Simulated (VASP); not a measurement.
# H4CO in VASP: notebook, part 2 of 2

VASP 6.6.1. The steps go on from the part before.

## 3. Single point, PBE+D3(BJ)

The input, INCAR:

```
SYSTEM = H4CO
PREC = Accurate
ENCUT = 1000
EDIFF = 1E-6
ISMEAR = -1
SIGMA = 0.02
LREAL = Auto
LASPH = .True.
NELM = 120
ALGO = Normal
ISIF = 2
LWAVE = .False.
LCHARG = .False.
GGA = PE
IVDW = 12
NBANDS = 66
GGA_COMPAT = .False.
```

The input, KPOINTS:

```
regular mesh
0
Gamma
  1 1 1
  0 0 0
```

The input, POSCAR:

```
H4CO
1.0
    7.5874210000      0.0000000000      0.0000000000
    0.0000000000      7.5874210000      0.0000000000
    0.0000000000      0.0000000000      7.5874210000
H O C
24 6 6
Direct
    0.4146336417      0.3101317299      0.3771769090
    0.5055472736      0.3417234921      0.3841094359
   -0.0621555071      0.6705967680      0.5445592119
   -0.0717766946      0.7174638128      0.4693953321
    0.1535831477      0.3811044622      0.5323943406
    0.1006138977      0.4649669499      0.5641310796
    0.5746748467      0.6240592159      0.4318727009
    0.6677104117      0.6377133943      0.4712932102
    0.2024666880      1.1342852861      0.3774536829
    0.1593822196      1.0542449140      0.4143041489
    0.3007609569      0.6718883795      0.6342207715
    0.3468503988      0.7545383339      0.6283558010
    0.7482779722      0.9425337015      1.1809019165
    0.6810482771      0.7618662521      1.0667392781
    0.8396660736      0.0445210566      0.6217659466
    0.8024597554      0.2001602389      0.4333620080
   -0.0961327966      0.4728615955      1.0453222511
   -0.0890025741      0.2397784438      0.9779607590
    0.2014254910      0.9084773337      0.2122592117
    0.1528450840      0.6775029355      0.2961744182
    0.6705572289      0.5468524812      0.8644043872
    0.5102524296      0.3751735932      0.8063873087
    0.3490645899     -0.0099375005      0.7526536355
    0.3062041766     -0.0374040138      0.9900070129
    0.8427237661      0.9203786109      0.9354166587
    0.6269323924     -0.0086458890      0.4666803121
   -0.0334501012      0.3034759769      1.2283356888
    0.3781522074      0.7205215053      0.1352501726
    0.7496882010      0.3561948124      0.6911175747
    0.2435346609      0.2016759054      0.8815248291
    0.7514938212      0.8756203195      1.0506204941
    0.7516124385      0.0821886646      0.5113199861
   -0.0661357792      0.3412094834      1.0819618418
    0.2436664579      0.7651348199      0.2167666721
    0.6439342169      0.4251905885      0.7951318373
    0.3053606753      0.0520862095      0.8751326702
```

Potentials or basis: VASP PAW PBE potentials, release 64 (H_h, O_h, C_h).

Started as:

```console
> cat potpaw_PBE.64/H_h/POTCAR potpaw_PBE.64/O_h/POTCAR potpaw_PBE.64/C_h/POTCAR > POTCAR
> mpirun -np 1 vasp_gam > vasp.out
```

Wall time 60 s (1 thread of AMD EPYC 9R45 (Zen 5), shared host); peak memory 0.86 GiB.

It converged, with:

```
Free energy                : -174.4774 eV
Pressure                   : 2.1 GPa
Largest force              : 4.584 eV/Å
Band gap on the k mesh     : 2.32 eV
Dispersion energy per atom : -0.036 eV
```

Forces on the atoms (eV/Å):
```
H   -0.567 -0.186 -0.096
H    0.556  0.213  0.009
H    0.393 -1.648  2.737
H   -0.340  1.778 -2.679
H   -0.583  0.978  0.417
H    0.629 -1.043 -0.330
H    0.713  0.094  0.254
H   -0.801 -0.127 -0.363
H    0.048  0.127  0.043
H   -0.038 -0.069  0.251
H   -0.626 -1.078  0.100
H    0.632  1.036 -0.122
H   -0.087  0.810  0.033
H   -1.951 -3.183 -0.712
H   -0.140 -0.007  0.256
H   -0.564 -0.731  0.367
H   -0.086  1.944 -0.628
H    0.311  0.061 -0.053
H    0.069 -0.762  0.051
H    0.751 -0.076 -0.382
H    0.495  0.684  0.522
H   -0.610 -0.384  0.270
H    0.396  0.093 -0.612
H    0.220  0.208  0.095
O    2.206  1.071 -3.761
O   -0.068  0.294  0.262
O    1.023 -0.750  3.240
O   -1.789 -0.043  1.219
O   -0.953  0.961  1.683
O    0.737 -0.904 -0.087
C   -0.129  1.252  4.408
C    0.753  0.286 -0.796
C   -1.130 -1.160 -2.712
C    0.932  0.366 -0.908
C    0.806 -1.031 -2.321
C   -1.207  0.928  0.344
```

Stress tensor (GPa, compression positive):
```
 0.30  1.39  0.53
 1.39  2.47 -1.30
 0.53 -1.30  3.55
```

Levels at points of the mesh, in eV from the valence-band top:
| k point | band 40 | band 41 | band 42 | band 43 | band 44 | band 45 |
| --- | --- | --- | --- | --- | --- | --- |
| (0.00, 0.00, 0.00) | -0.63 | -0.46 | 0.00 | 2.32 | 2.44 | 2.73 |

Caveat: the k points lie up to 0.83 Å⁻¹ apart; the atoms stand as in a frame of molecular dynamics.

## 4. Single point, PBE+D3(BJ)

The input, INCAR:

```
PREC = Accurate
ENCUT = 1000
EDIFF = 1E-6
ISMEAR = -1
SIGMA = 0.02
LREAL = Auto
LASPH = True
NELM = 120
ALGO = Normal
ISIF = 2
LWAVE = False
LCHARG = False
GGA = PE
IVDW = 12
NBANDS = 66
GGA_COMPAT = False
```

The input, KPOINTS:

```
Automatic mesh
0
Gamma
  1 1 1
```

The input, POSCAR:

```
H4CO
1.0
    7.5874210000      0.0000000000      0.0000000000
    0.0000000000      7.5874210000      0.0000000000
    0.0000000000      0.0000000000      7.5874210000
H O C
24 6 6
Direct
    0.5811329041      0.2794625473      0.0677173443
    0.6454894226      0.3112915443      0.1315071353
    0.0444815175      0.6348402178      0.6276572764
   -0.0039011938      0.5515576373      0.6216341495
    0.2845630946      0.1847531592      0.3973418636
    0.2384472932      0.1011542657      0.3973023245
    0.7580441365      0.6661815655      0.4075956771
    0.8553499272      0.6657466351      0.4268907709
    0.4223437714      0.8593170196      0.4836821365
    0.5132046844      0.8288323529      0.4887563244
    0.3671207911      0.7576882843      0.7202974502
    0.2860260423      0.7439154885      0.7740047639
    0.6453971646      0.7972405907      1.0151802569
    0.7344788170      0.8703088968      1.2132844612
    0.9271134421      0.0188733431      0.6661552061
    0.9053010239      0.1368976362      0.4523407888
    0.0134564828      0.4242284697      0.9335056009
   -0.0650155040      0.2098209655      1.0232594185
    0.0885940032      0.6360000322      0.2409382582
    0.1466506208      0.7704726020      0.0558424266
    0.4118000042      0.4560574667      0.6721387939
    0.5729219454      0.3061909969      0.5371126764
    0.3498026536      0.0266889105      0.9261249639
    0.1030389641      0.0477500853      0.9117722610
    0.8854392026      0.8873897995      0.9917730939
    0.6775820137      0.0518621545      0.5834525328
   -0.0415951613      0.4115100506      1.1909843938
    0.3462045931      0.6233475116      0.1661961291
    0.6754996197      0.4384889147      0.7482384331
    0.2528658947      0.2488724430      0.8296758543
    0.7518496733      0.8591193239      1.0693225010
    0.8338670017      0.0664652719      0.5620355059
   -0.0394864078      0.3507647724      1.0481031697
    0.1945720423      0.6713611911      0.1475336613
    0.5492775477      0.4027982631      0.6506822279
    0.2329908937      0.1015760164      0.8983948564
```

Started as:

```console
> cat potpaw_PBE.64/H_h/POTCAR potpaw_PBE.64/O_h/POTCAR potpaw_PBE.64/C_h/POTCAR > POTCAR
> mpirun -np 1 vasp_gam > vasp.out
```

Wall time 73 s (1 thread of AMD EPYC 9R45 (Zen 5), shared host); peak memory 0.86 GiB.

Results (log left out):

```yaml
Free_energy: -174.6083 eV
Pressure: 2.2 GPa
Largest_force: 3.696 eV/Å
Band_gap_on_the_k_mesh: 2.54 eV
Dispersion_energy_per_atom: -0.036 eV
```

Forces on the atoms (eV/Å):
```
H   -0.571 -0.256 -0.508
H    0.363  0.184  0.578
H    0.413  0.526  0.108
H   -0.265 -0.565  0.046
H    0.449  0.875 -0.023
H   -0.480 -0.857 -0.020
H    0.050  0.010 -0.003
H   -0.250 -0.002 -0.061
H   -0.690  0.118 -0.208
H    0.586 -0.289 -0.064
H    0.087  0.038  0.008
H   -0.173 -0.069  0.176
H   -2.831 -1.328 -1.970
H    0.334  0.672  0.424
H   -0.063 -0.185 -0.121
H   -0.666 -0.147 -0.158
H   -0.357  0.130 -0.237
H   -0.480 -0.233 -0.067
H    0.234 -0.200  0.127
H    0.221  0.319 -1.143
H    0.767 -0.089 -0.139
H   -0.532  0.731  0.655
H    0.744 -0.848  0.644
H   -0.779 -0.679  0.391
O    1.641  0.744 -0.983
O   -0.396  0.003 -0.411
O   -0.766  0.680  2.908
O   -0.084 -0.034 -0.490
O   -1.516 -0.194 -0.968
O   -0.353 -1.286  0.788
C    0.536 -0.103  2.404
C    1.480  0.318  0.761
C    1.038 -0.921 -2.616
C    0.265  0.467  1.692
C    1.284 -0.096  0.401
C    0.761  2.565 -1.923
```

Stress tensor (GPa, compression positive):
```
2.63 1.01 0.07
1.01 1.86 0.51
0.07 0.51 2.03
```

Levels at points of the mesh, in eV from the valence-band top:
```
           k point  band 39  band 40  band 41  band 42  band 43  band 44  band 45  band 46
(0.00, 0.00, 0.00)    -0.72    -0.64    -0.07     0.00     2.54     2.76     2.89     3.18
```

Caveat: the k points lie up to 0.83 Å⁻¹ apart.

## 5. Overview

```csv
cell,gap on the mesh (eV),pressure (GPa),largest force (eV/Å)
"as given, atomic positions A",2.87,1.1,1.93
"as given, atomic positions B",2.32,2.1,4.58
"as given, atomic positions C",2.54,2.2,3.70
```

Alike in all rows: task single point; level PBE+D3(BJ); potentials or basis VASP PAW PBE potentials, release 64 (H_h, O_h, C_h); no spin polarisation; k mesh 1 × 1 × 1; cutoff (eV) 1000; smearing fermi-dirac 0.02 eV.

Caveats: all runs use coarse meshes; the atoms stand as in a frame of molecular dynamics (at least some runs).

Absolute energies hang on the potentials; compare differences alone.
